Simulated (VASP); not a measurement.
## Be: relaxation of cell and atoms with PBE

Be:

```
Be
1.0
     2.14431    0.00000    0.00000
    -1.07215    1.85703    0.00000
     0.00000    0.00000    2.45053
Be
1
Direct
  0.00000 0.00000 0.00000
```

The cell was built from a structure type or drawn by symmetry, and may not be a known phase.

```json
{
  "Program": "VASP 6.6.1",
  "Task": "relaxation of cell and atoms",
  "Functional": "PBE",
  "Potentials or basis": "VASP PAW PBE potentials, release 64 (Be)",
  "Cutoff": "600 eV",
  "k mesh": "30 × 30 × 22",
  "Occupations": "gaussian, width 0.1 eV",
  "Spin": "no spin polarisation",
  "Dipole correction": "no",
  "Further INCAR settings": "ALGO = Fast; EDIFF = 1e-06; IBRION = 2; EDIFFG = -0.01; NSW = 100; ISIF = 3"
}
```

- Relaxed volume: 9.79 Å³/atom
- Relaxed cell: a = 2.145 Å, b = 2.145 Å, c = 2.455 Å, α = 90.00°, β = 90.00°, γ = 120.00°
- Space group after relaxing (to 0.1 Å): P6/mmm (No. 191)
- Energy gained by relaxing: 0.0 meV/atom
- Ionic steps: 3
- Pressure after relaxing: 0.0 GPa
- Band gap on the k mesh: zero (bands 1 and 2 overlap by 7.39 eV)

Stress tensor (GPa, compression positive):
```
-0.08  0.00  0.00
 0.00 -0.08  0.00
 0.00  0.00  0.05
```

Final structure:
```
Be
1.0
     2.14534    0.00000    0.00000
    -1.07267    1.85792    0.00000
     0.00000    0.00000    2.45503
Be
1
Direct
  0.00000 0.00000 0.00000
```

Levels at points of the mesh, in eV from the Fermi level:
```
           k point  band 1  band 2  band 3  band 4  band 5
(0.00, 0.00, 0.00)   -9.37    8.48   15.20   20.57   20.57
(0.50, 0.00, 0.00)   -2.97    2.07   14.17   15.36   21.00
(0.00, 0.00, 0.50)   -4.89   -3.72   22.08   22.08   31.09
(0.50, 0.00, 0.50)    0.19    3.89    8.10    8.58   16.27
```

It took 35 s on 1 thread of AMD EPYC 9R45 96-Core Processor (Zen 5), on a shared host, peak memory 0.15 GiB.
